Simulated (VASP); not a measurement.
# CoH4 (P6/mmm) in VASP: a series of runs, part 2 of 2

VASP 6.6.1. Earlier steps stand in the parts before.

### Step 3. Single point, PBE, collinear spin, ferromagnetic start

This run uses another cell than the first one, of 5.18 Å³/atom, 1.101 times its volume.

INCAR reads:

```
PREC = Accurate
ENCUT = 520
EDIFF = 1E-7
ISMEAR = 0
SIGMA = 0.1
LREAL = False
LASPH = True
NELM = 150
ALGO = Normal
ISIF = 2
LWAVE = False
LCHARG = True
ISPIN = 2
MAGMOM = 3 0 0 0 0
LORBIT = 11
LMAXMIX = 4
GGA = PE
LELF = True
LVHAR = True
NBANDS = 18
```

KPOINTS reads:

```
regular mesh
0
Gamma
  6 6 6
```

POSCAR reads:

```
CoH4
1.0
    2.8770455700      0.0000000000      0.0000000000
   -1.4385227900      2.4915945500      0.0000000000
    0.0000000000      0.0000000000      3.6147193500
Co H
1 4
Direct
    0.0000000000      0.0000000000      0.5000000000
    0.5000000000      0.0000000000      0.0000000000
    0.0000000000      0.5000000000      0.0000000000
    0.5000000000      0.5000000000      0.0000000000
    0.0000000000      0.0000000000      0.0000000000
```

Potentials or basis: VASP PAW PBE potentials, release 64 (Co, H).

Command:

```sh
$ cat potpaw_PBE.64/Co/POTCAR potpaw_PBE.64/H/POTCAR > POTCAR
$ mpirun -np 1 vasp_std > vasp.out
```

Run time: 32 s. Hardware: 1 thread of Intel Xeon Platinum 8375C at 2.90GHz (Ice Lake), shared host; peak memory 0.16 GiB.

It converged, with:

* Free energy: -15.2355 eV
* Pressure: -9.9 GPa
* Net moment: 1.42 μB per cell
* Site moments: Co +1.45; H +0.01, -0.01 μB
* Valence electrons inside the program's atomic spheres: Co 7.96; H 0.44, 0.51

Stress tensor (GPa, compression positive):
```
 -6.64   0.00   0.00
  0.00  -6.64   0.00
  0.00   0.00 -16.37
```

Levels at points of the mesh, in eV from the Fermi level:
Spin up:
```tsv
k point	band 4	band 5	band 6	band 7	band 8	band 9	band 10	band 11
(0.00, 0.00, 0.00)	-2.20	-1.42	-1.42	1.85	2.01	6.22	6.22	6.81
(0.50, 0.00, 0.00)	-2.53	-1.61	-1.12	-0.74	2.68	3.95	5.10	7.75
(0.00, 0.00, 0.50)	-2.10	-2.10	-1.58	-1.58	5.45	6.00	6.00	13.58
(0.50, 0.00, 0.50)	-2.13	-1.90	-1.12	-0.84	0.74	3.00	3.30	4.22
```
Spin down:
| k point | band 4 | band 5 | band 6 | band 7 | band 8 | band 9 |
| --- | --- | --- | --- | --- | --- | --- |
| (0.00, 0.00, 0.00) | -0.75 | -0.12 | -0.12 | 1.95 | 2.43 | 6.37 |
| (0.50, 0.00, 0.00) | -1.48 | -0.35 | 0.54 | 0.75 | 2.73 | 4.29 |
| (0.00, 0.00, 0.50) | -0.59 | -0.59 | -0.31 | -0.31 | 5.39 | 6.06 |
| (0.50, 0.00, 0.50) | -1.08 | -0.46 | 0.37 | 0.54 | 0.70 | 2.99 |

Caveat: the k points lie up to 0.42 Å⁻¹ apart.

### Step 4. Relaxation of cell and atoms, PBE, collinear spin, ferromagnetic start

This run uses another cell than the first one, of 5.18 Å³/atom, 1.101 times its volume.

INCAR reads:

```
SYSTEM = CoH4
  PREC = Accurate
  ENCUT = 600
  EDIFF = 1E-6
  ISMEAR = 0
  SIGMA = 0.1
  LREAL = .FALSE.
  LASPH = .TRUE.
  NELM = 150
  ALGO = Normal
  ISIF = 3
  LWAVE = .FALSE.
  LCHARG = .FALSE.
  ISPIN = 2
  MAGMOM = 3 0 0 0 0
  LORBIT = 11
  LMAXMIX = 4
  GGA = PE
  IBRION = 2
  NSW = 90
  EDIFFG = -0.04
```

KPOINTS reads:

```
Automatic mesh
0
G
  6 6 6
  0 0 0
```

POSCAR is that of step 3.

Potentials or basis: VASP PAW PBE potentials, release 64 (Co, H).

Command:

```sh
$ cat potpaw_PBE.64/Co/POTCAR potpaw_PBE.64/H/POTCAR > POTCAR
$ mpirun -np 1 vasp_std > vasp.out
```

OUTCAR:

```text
SYSTEM = CoH4
   PREC = Accurate
   ENCUT = 600
   EDIFF = 1E-6
   ISMEAR = 0
   LREAL = .FALSE.
   LASPH = .TRUE.
   NELM = 150
   ISIF = 3
   ISPIN = 2
   LORBIT = 11
   GGA = PE
   IBRION = 2
   NSW = 90
   EDIFFG = -0.04

 ion  position               nearest neighbor table
   1  0.000  0.000  0.500-   5 1.81   5 1.81
   2  0.500  0.000  0.000-
   3  0.000  0.500  0.000-
   4  0.500  0.500  0.000-
   5  0.000  0.000  0.000-   1 1.81   1 1.81

  LATTYP: Found a hexagonal cell.
 ALAT       =     2.8770455700
 C/A-ratio  =     1.2563997553

  Lattice vectors:

 A1 = (   2.8770455700,   0.0000000000,   0.0000000000)
 A2 = (  -1.4385227900,   2.4915945500,   0.0000000000)
 A3 = (   0.0000000000,   0.0000000000,   3.6147193500)

Analysis of symmetry for initial positions (statically):
[... 881 lines left out ...]
      9       9.2345      0.00000
     10      11.1867      0.00000
     11      14.0602      0.00000
     12      20.0167      0.00000

 [... further k-points ...]

 spin component 2

 k-point     1 :       0.0000    0.0000    0.0000
  band No.  band energies     occupation
      1      -8.7753      1.00000
      2       2.6071      1.00000
      3       5.2820      1.00000
      4       5.2820      1.00000
      5       5.8820      1.00000
      6       5.8820      1.00000
      7      10.8982      0.00000
      8      11.0433      0.00000
      9      12.4037      0.00000
     10      12.4037      0.00000
     11      14.6979      0.00000
     12      17.8813      0.00000
[... 377 lines left out ...]
  FREE ENERGIE OF THE ION-ELECTRON SYSTEM (eV)
  ---------------------------------------------------
  free  energy   TOTEN  =       -15.4921739586 eV

  energy  without entropy=      -15.4850196388  energy(sigma->0) =      -15.48859680

 reached required accuracy - stopping structural energy minimisation

 total charge

# of ion       s       p       d       tot
------------------------------------------
    1        0.375   0.381   7.486   8.241
    2        0.414   0.034   0.000   0.448
    3        0.414   0.034   0.000   0.448
    4        0.414   0.034   0.000   0.448
    5        0.526   0.055   0.000   0.582
--------------------------------------------------
tot          2.143   0.537   7.486  10.165

 magnetization (x)

# of ion       s       p       d       tot
------------------------------------------
    1        0.003  -0.002   0.606   0.606
    2        0.002  -0.000   0.000   0.002
    3        0.002  -0.000   0.000   0.002
    4        0.002  -0.000   0.000   0.002
    5       -0.008   0.000   0.000  -0.008
--------------------------------------------------
tot          0.001  -0.003   0.606   0.603
```

Wall time 2.8 min (1 thread of Intel Xeon Platinum 8375C at 2.90GHz (Ice Lake), shared host); peak memory 0.18 GiB.

Results:

- Free energy: -15.4922 eV
- Relaxed volume: 4.67 Å³/atom
- Relaxed cell: a = 2.923 Å, b = 2.923 Å, c = 3.155 Å, α = 90.00°, β = 90.00°, γ = 120.00°
- Space group after relaxing (to 0.05 Å): P6/mmm (No. 191)
- Energy gained by relaxing: 51.1 meV/atom
- Ionic steps: 9
- Pressure after relaxing: 0.1 GPa
- Net moment: 0.59 μB per cell
- Site moments: Co +0.61; H +0.00, -0.01 μB
- Valence electrons inside the program's atomic spheres: Co 8.24; H 0.45, 0.58

The path:
```
step  energy change (eV)  largest force (eV/Å)  pressure (GPa)  volume (Å³)
   1              0.0000                0.0000           -9.74        25.91
   2             -0.0878                0.0000           -8.27        24.75
   3             -0.1500                0.0000           10.25        21.44
   4             -0.1751                0.0000            1.93        22.65
   5             -0.1755                0.0000            2.71        22.53
   6             -0.2035                0.0000            3.14        22.49
   7             -0.2315                0.0000            7.27        22.31
   8             -0.2375                0.0000            5.44        22.37
   9             -0.2557                0.0000            0.08        23.35
```

Final structure:
```yaml
crystal:
  lattice:
    - [2.92336, 0.00000, 0.00000]
    - [-1.46168, 2.53171, 0.00000]
    - [0.00000, 0.00000, 3.15462]
  atoms:
    - { symbol: Co, position: [0.00000, 0.00000, 0.50000] }
    - { symbol: H, position: [0.50000, 0.00000, 0.00000] }
    - { symbol: H, position: [0.00000, 0.50000, 0.00000] }
    - { symbol: H, position: [0.50000, 0.50000, 0.00000] }
    - { symbol: H, position: [0.00000, 0.00000, 0.00000] }
```

Caveat: the k points lie up to 0.41 Å⁻¹ apart in the final cell.

### Step 5. The runs side by side

| task | cell | cutoff (eV) | gap on the mesh (eV) | pressure (GPa) | moment (μB) |
| --- | --- | --- | --- | --- | --- |
| single point | a = 2.948, b = 2.948, c = 3.126 Å, angles 90.0, 90.0, 120.0°, 5 atoms | 520 | none | -0.2 | 0.62 |
| single point | a = 2.877, b = 2.877, c = 3.615 Å, angles 90.0, 90.0, 120.0°, 5 atoms | 520 | none | -9.9 | 1.42 |
| relaxation of cell and atoms | relaxed from a = 2.877, b = 2.877, c = 3.615 Å, angles 90.0, 90.0, 120.0°, 5 atoms | 600 | none | 0.1 | 0.59 |

Alike in all rows: level PBE; potentials or basis VASP PAW PBE potentials, release 64 (Co, H); spin collinear, ferromagnetic start; k mesh 6 × 6 × 6; smearing gaussian 0.1 eV.

Caveats: all runs use coarse meshes.

Absolute energies hang on the potentials; compare differences alone.
